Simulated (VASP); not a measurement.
W, 1 atom in the cell. Symmetry: R-3m, No. 166, trigonal system. Conventional cell: a = 4.561 Å, b = 4.561 Å, c = 2.627 Å, α = 90.00°, β = 90.00°, γ = 120.00°. W (site symmetry -3m) has 14 W at 2.63 to 3.16 Å within 3.5 Å.  This cell differs from its parent crystal: strained.

* Program: VASP 6.6.1
* Task: single point
* Functional: PBE
* Potentials or basis: VASP PAW PBE potentials, release 64 (W_sv)
* Cutoff: 520 eV
* k mesh: 18 × 18 × 18
* Occupations: gaussian, width 0.1 eV
* Spin: no spin polarisation
* Dipole correction: no
* Further INCAR settings: ALGO = Normal; EDIFF = 1e-07; NBANDS = 13

Potentials or basis: VASP PAW PBE potentials, release 64 (W_sv).

Launch:

```sh
$ cat potpaw_PBE.64/W_sv/POTCAR > POTCAR
$ mpirun -np 1 vasp_std > vasp.out
```

Hardware: 1 thread of Intel(R) Xeon(R) Platinum 8488C (Sapphire Rapids), on a shared host.

How long does it take, and how much memory?

It took 45 s on 1 thread of Intel(R) Xeon(R) Platinum 8488C (Sapphire Rapids), with other jobs on the host, peak memory 0.23 GiB. Counts: scf iterations 13, k points 580.
